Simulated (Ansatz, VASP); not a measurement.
F in VASP and in Ansatz

```
F
1.0
     2.44145   -1.52497    0.25071
     2.44145    1.52497    0.25071
    -0.71375    0.00000    6.07544
F
4
Direct
  0.89671 0.60448 0.10221
  0.39552 0.10329 0.39779
  0.10329 0.39552 0.89779
  0.60448 0.89671 0.60221
```

Alike in both runs: functional LDA; k mesh 6 × 6 × 3; occupations fermi-dirac, width 0.05 eV; no spin polarisation.

Ansatz relaxed the structure, and its values are those at the end. VASP's run is a single point on that final structure, the one shown.

|  | VASP | Ansatz |
| --- | --- | --- |
| version | VASP 6.6.1 | Ansatz 0.2.0 |
| potentials or method | VASP PAW LDA potentials, release 64 (F), cutoff 520 eV | plane waves (420 eV) with PAW, scalar-relativistic |
| valence electrons in the cell | 28 | 28 |

|  | VASP | Ansatz | Ansatz less VASP |
| --- | --- | --- | --- |
| pressure (GPa) | 1.1 | 0.0 | -1.06 |
| rms of the force components (eV/Å) | 0.332 | 0.000 | -0.3318 |

Ansatz warns that its potentials were made for another functional, while VASP's fit it. LDA's correlation is that of Perdew and Zunger in VASP and of Perdew and Wang (1992) in Ansatz.
